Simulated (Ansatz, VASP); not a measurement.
**Two plane-wave programs on Nb5N**

```
CELL_PARAMETERS angstrom
-3.27152 3.27152 2.27208
3.27152 -3.27152 2.27208
3.27152 3.27152 -2.27208
ATOMIC_POSITIONS crystal
Nb 0.00000 0.00000 0.00000
Nb 0.19634 0.61179 0.80813
Nb 0.38821 0.19634 0.58454
Nb 0.80366 0.38821 0.19187
Nb 0.61179 0.80366 0.41546
N 0.50000 0.50000 0.00000
```

Alike in both runs: functional PBE; k mesh 5 × 5 × 5; occupations gaussian, width 0.2 eV; no spin polarisation.

Ansatz relaxed the structure, and its values are those at the end. VASP's run is a single point on that final structure, the one shown.

|  | VASP | Ansatz |
| --- | --- | --- |
| version | VASP 6.6.1 | Ansatz 0.2.0 |
| potentials or method | VASP PAW PBE potentials, release 64 (Nb_sv, N), cutoff 520 eV | scalar-relativistic, plane waves, PAW |
| valence electrons in the cell | 70 | 70 |

VASP gave:

```
gap on the k mesh at the Fermi level (eV) : none
pressure (GPa)                            : 0.0
rms of the force components (eV/Å)        : 0.030
```

**Question.** Estimate Ansatz's values.

**Answer.** gap on the k mesh at the Fermi level (eV): none; pressure (GPa): 0.4; rms of the force components (eV/Å): 0.034.

A gap of «none» marks a metal or a gap that the smearing closes.
